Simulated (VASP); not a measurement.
# I (Im-3m) in VASP: further runs, part 2 of 2

VASP 6.6.1.

## (4) Single point, LDA (25.43 Å³/atom)

This run uses another cell than the first one, of 25.43 Å³/atom.

INCAR reads:

```
SYSTEM = I
PREC = Accurate
ENCUT = 520
EDIFF = 1E-6
ISMEAR = -1
SIGMA = 0.08
LREAL = .FALSE.
LASPH = .TRUE.
NELM = 80
ALGO = Normal
ISIF = 2
LWAVE = .FALSE.
LCHARG = .TRUE.
LELF = .TRUE.
LVHAR = .TRUE.
NBANDS = 10
```

KPOINTS reads:

```
Automatic mesh
0
G
  13 13 13
  0 0 0
```

POSCAR reads:

```
I
1.0
   -1.8525291120      1.8525291120      1.8525291120
    1.8525291120     -1.8525291120      1.8525291120
    1.8525291120      1.8525291120     -1.8525291120
I
1
Direct
    0.0000000000      0.0000000000      0.0000000000
```

Potentials or basis: VASP PAW LDA potentials, release 64 (I).

On the command line:

```console
> cat potpaw_LDA.64/I/POTCAR > POTCAR
> mpirun -np 1 vasp_std > vasp.out
```

OUTCAR:

```text
SYSTEM = I
   PREC = Accurate
   ENCUT = 520
   EDIFF = 1E-6
   ISMEAR = -1
   LREAL = .FALSE.
   LASPH = .TRUE.
   NELM = 80
   ISIF = 2

 ion  position               nearest neighbor table
   1  0.000  0.000  0.000-

  LATTYP: Found a body centered cubic cell.
 ALAT       =     3.7050582240

  Lattice vectors:

 A1 = (  -1.8525291120,   1.8525291120,   1.8525291120)
 A2 = (   1.8525291120,  -1.8525291120,   1.8525291120)
 A3 = (   1.8525291120,   1.8525291120,  -1.8525291120)

Analysis of symmetry for initial positions (statically):
=====================================================================
 Subroutine PRICEL returns:
 Original cell was already a primitive cell.

 Routine SETGRP: Setting up the symmetry group for a
 body centered cubic supercell.

 Subroutine GETGRP returns: Found 48 space group operations
 (whereof 48 operations were pure point group operations)
 out of a pool of 48 trial point group operations.

The static configuration has the point symmetry O_h .

Analysis of symmetry for dynamics (positions and initial velocities):
=====================================================================
 Subroutine PRICEL returns:
 Original cell was already a primitive cell.

 Routine SETGRP: Setting up the symmetry group for a
 body centered cubic supercell.

 Subroutine GETGRP returns: Found 48 space group operations
 (whereof 48 operations were pure point group operations)
 out of a pool of 48 trial point group operations.

The dynamic configuration has the point symmetry O_h .

 Subroutine INISYM returns: Found 48 space group operations
 (whereof 48 operations are pure point group operations),
 and found     1 'primitive' translations

----------------------------------------------------------------------------------------

                                     Primitive cell

[... 110 lines left out ...]
  Fermi-wavevector in a.u.,A,eV,Ry     =   1.064933  2.012432 15.430140  1.134083
  Thomas-Fermi vector in A             =   2.200468
   LORBIT       =      0    0 simple, 1 ext, 2 COOP (PROOUT), +10 PAW based schemes
   GGA     = CA    functional components
   LHFCALC =     F    Hartree Fock is set to
   AEXX    =    0.0000 exact exchange contribution
   IVDW    =     0    specifies the selected vdW correction
   LEPSILON=     F    determine dielectric tensor
   LRPA    =     F    only Hartree local field effects (RPA)
 non-spin polarized calculation
  energy-cutoff  :      520.00
  volume of cell :       25.43
 maximum number of plane-waves:       696
   NGX = 11   NGY = 11   NGZ = 11

 number of electron       7.0000002 magnetization

 Free energy of the ion-electron system (eV)
  ---------------------------------------------------
  ext. energy  EPLUGINS =         0.00000000
  ---------------------------------------------------
  free energy    TOTEN  =        -1.47466728 eV

  energy without entropy =       -1.45257681  energy(sigma->0) =       -1.46362204

 E-fermi :   9.3018     XC(G=0): -10.7932

 val. band max:        9.2728246104   @ k =   0.3846   0.1538   0.0000
 cond. band min:       9.3112248170   @ k =   0.2308   0.2308   0.0000
 fundamental gap:      0.0384002065
 Fermi energy:         9.3017973866

 k-point     1 :       0.0000    0.0000    0.0000
  band No.  band energies     occupation
      1      -6.9398      2.00000
      2      10.9298      0.00000
      3      10.9298      0.00000
      4      10.9298      0.00000
      5      18.6926      0.00000
      6      19.0775      0.00000
      7      19.0775      0.00000
      8      19.0775      0.00000
      9      21.4306      0.00000
     10      21.4306      0.00000
[... 287 lines left out ...]
 k-point    24 :       0.2308    0.0769    0.0769
  band No.  band energies     occupation
      1      -5.1103      2.00000
      2       4.6168      2.00000
      3       8.0132      2.00000
      4       9.3245      0.85899
      5      16.6123      0.00000
      6      17.0637      0.00000
      7      21.3205      0.00000
      8      21.5656      0.00000
      9      22.6347      0.00000
     10      25.5174      0.00000

 [... further k-points ...]

------------------------ aborting loop because EDIFF is reached ----------------------------------------

  FORCE on cell =-STRESS in cart. coord.  units (eV):
  Direction    XX          YY          ZZ          XY          YZ          ZX
  --------------------------------------------------------------------------------------
  -------------------------------------------------------------------------------------
  Total        2.3039944      2.3039944      2.3039944      0.0000000      0.0000000      0.0000000
  in kB      145.1566306    145.1566306    145.1566306      0.0000000      0.0000000      0.0000000
  external PRESSURE =     145.1566306 kB  Pullay stress =       0.0000000 kB

 VOLUME and BASIS-vectors are now :
 -----------------------------------------------------------------------------
  energy-cutoff  :      520.00
  volume of cell :       25.43
      direct lattice vectors                 reciprocal lattice vectors
    -1.852529112  1.852529112  1.852529112     0.000000000  0.269901292  0.269901292
     1.852529112 -1.852529112  1.852529112     0.269901292  0.000000000  0.269901292
     1.852529112  1.852529112 -1.852529112     0.269901292  0.269901292  0.000000000

 POSITION                                       TOTAL-FORCE (eV/Angst)
 -----------------------------------------------------------------------------------
      0.00000      0.00000      0.00000        -0.000000     -0.000000      0.000000
 -----------------------------------------------------------------------------------
    total drift:                                0.000000     -0.000000     -0.000000

  FREE ENERGIE OF THE ION-ELECTRON SYSTEM (eV)
  ---------------------------------------------------
  free  energy   TOTEN  =        -1.4746672812 eV

  energy  without entropy=       -1.4525768058  energy(sigma->0) =       -1.46362204
```

stdout:

```text
POSCAR found type information on POSCAR I
 POSCAR found :  1 types and       1 ions
 scaLAPACK will be used
 LDA part: xc-table for (Slater(with rela. corr.)+CA(PZ))
 , standard interpolation
 POSCAR, INCAR and KPOINTS ok, starting setup
 FFT: planning ... GRIDC
 FFT: planning ... GRID_SOFT
 FFT: planning ... GRID
 WAVECAR not read
 entering main loop
```

It took 5.8 s on 1 thread of Intel Xeon Platinum 8375C at 2.90GHz (Ice Lake), shared host; peak memory 0.14 GiB.

What came out:

- Free energy: -1.4747 eV
- Pressure: 14.5 GPa
- Band gap on the k mesh: zero (an odd number of electrons rules out a gap without spin polarisation)

Levels at points of the mesh, in eV from the Fermi level:
```tsv
k point	band 2	band 3	band 4	band 5	band 6	band 7
(0.00, 0.00, 0.00)	1.63	1.63	1.63	9.39	9.78	9.78
```

Caveat: the cell stands under pressure; spin-orbit coupling is left out, which moves the levels of the heavy elements; an odd number of electrons without spin polarisation forces a metal; a magnetic or distorted state may lie lower.

## (5) The runs side by side

```csv
cell,gap on the mesh (eV),pressure (GPa)
"a = 2.915 Å, angles 109.5°, 1 atom",none,66.8
"a = 3.069 Å, angles 109.5°, 1 atom",none,32.2
"a = 3.209 Å, angles 109.5°, 1 atom",none,14.5
```

Alike in all rows: task single point; level LDA; potentials or basis VASP PAW LDA potentials, release 64 (I); no spin polarisation; k mesh 13 × 13 × 13; cutoff (eV) 520; smearing fermi-dirac 0.08 eV.

Caveats: the cell stands under pressure; spin-orbit coupling is left out, which moves the levels of the heavy elements; an odd number of electrons without spin polarisation forces a metal; a magnetic or distorted state may lie lower.

Total energies depend on the potentials used, so only differences within one code and one set of settings carry meaning.
